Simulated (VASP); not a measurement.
Here is a VASP 6.6.1 calculation.

File INCAR:

```
SYSTEM = Na
ALGO = Normal
EDIFF = 1E-7
ENCUT = 520
GGA = PE
ISIF = 2
ISMEAR = -1
LASPH = .TRUE.
LCHARG = .FALSE.
LREAL = .FALSE.
LWAVE = .FALSE.
NBANDS = 10
NELM = 100
PREC = Accurate
SIGMA = 0.06122561905347299
```

KPOINTS

```
k-points
0
G
  35 35 35
  0 0 0
```

POSCAR

```
Na
1.0
    0.0000000000      2.6115519902      2.6115519902
    2.6115519902      0.0000000000      2.6115519902
    2.6115519902      2.6115519902      0.0000000000
Na
1
Direct
    0.0000000000      0.0000000000      0.0000000000
```

Potentials or basis: VASP PAW PBE potentials, release 64 (Na_pv).

Launch:

```console
$ cat potpaw_PBE.64/Na_pv/POTCAR > POTCAR
$ mpirun -np 1 vasp_std > vasp.out
```

Q: What does it give for the pressure?

A: 0.3 GPa.

Q: Predict the band gap on the k mesh.

A: Zero (an odd number of electrons rules out a gap without spin polarisation).
